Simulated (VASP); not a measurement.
The system is Ge.

```xyz
7
Lattice="0.0000 5.7611 0.0000 -5.7611 0.0000 0.0000 0.0000 0.0000 5.7611" Properties=species:S:1:pos:R:3 pbc="T T T"
Ge    0.0000    2.8805    2.8805
Ge   -5.7611    0.0000    0.0000
Ge   -2.8805    2.8805    0.0000
Ge   -4.3208    1.4403    1.4403
Ge   -1.4403    4.3208    1.4403
Ge   -1.4403    1.4403    4.3208
Ge   -4.3208    4.3208    4.3208
```

This cell differs from its parent crystal: atoms taken out.

* Program: VASP 6.6.1
* Task: relaxation of the atoms
* Functional: PBE
* Potentials or basis: VASP PAW PBE potentials, release 64 (Ge_d)
* Cutoff: 520 eV
* k mesh: 5 × 5 × 5
* Occupations: gaussian, width 0.1 eV
* Spin: no spin polarisation

At the start: pressure -1.3 GPa; volume 27.32 Å³/atom.

Problem. Where does the relaxation end?

Solution. Over 3 steps the energy falls by 6.1 meV/atom at a fixed cell; space group P-43m (No. 215, to 0.1 Å) before and after.

The path:
| step | energy change (eV) | largest force (eV/Å) | pressure (GPa) |
| --- | --- | --- | --- |
| 1 | 0.0000 | 0.3315 | -1.32 |
| 2 | -0.0186 | 0.2495 | -1.56 |
| 3 | -0.0426 | 0.0006 | -2.31 |

Final structure:
```yaml
crystal:
  lattice:
    - [0.00000, 5.76107, 0.00000]
    - [-5.76107, 0.00000, 0.00000]
    - [0.00000, 0.00000, 5.76107]
  atoms:
    - { symbol: Ge, position: [0.50000, 0.00000, 0.50000] }
    - { symbol: Ge, position: [0.00000, 0.00000, 0.00000] }
    - { symbol: Ge, position: [0.50000, 0.50000, 0.00000] }
    - { symbol: Ge, position: [0.24359, 0.74359, 0.25641] }
    - { symbol: Ge, position: [0.75641, 0.25641, 0.25641] }
    - { symbol: Ge, position: [0.24359, 0.25641, 0.74359] }
    - { symbol: Ge, position: [0.75641, 0.74359, 0.74359] }
```

Caveat: the cell differs from its parent crystal (atoms taken out).
